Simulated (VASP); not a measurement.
Here is a VASP 6.6.1 calculation.

File INCAR:

```
ALGO     = Fast           # electronic algorithm
EDIFF    = 1E-6           # SCF threshold, eV
ENCUT    = 520            # plane-wave cutoff, eV
GGA      = CA             # functional
ISIF     = 2              # what is computed and relaxed
ISMEAR   = 0              # smearing method
LASPH    = T              # aspherical terms in the spheres
LCHARG   = F              # write CHGCAR
LREAL    = F              # projectors in reciprocal space
LWAVE    = F              # write WAVECAR
NBANDS   = 25             # bands
NELM     = 100            # most SCF steps
PREC     = Accurate       # precision mode
SIGMA    = 0.1            # smearing width, eV
```

Contents of KPOINTS:

```
k-points
0
Gamma
  12 12 14
```

File POSCAR:

```
Ti
1.0
    4.5419701225      0.0000000028      0.0000000000
   -2.2709850637      3.9334615079      0.0000000000
    0.0000000000      0.0000000000      2.8201035105
Ti
3
Direct
    0.0000000000      0.0000000000      0.0000000000
    0.3333333333      0.6666666667      0.5000000000
    0.6666666667      0.3333333333      0.5000000000
```

Potentials or basis: VASP PAW LDA potentials, release 64 (Ti_sv).

Run with:

```console
$ cat potpaw_LDA.64/Ti_sv/POTCAR > POTCAR
$ mpirun -np 1 vasp_std > vasp.out
```

(1) What does it give for the band gap on the k mesh?

(2) What does it give for the pressure?

Answers

(1) zero (bands 18 and 19 overlap by 0.33 eV).

(2) -6.8 GPa.

Caveat: the cell stands under tension.
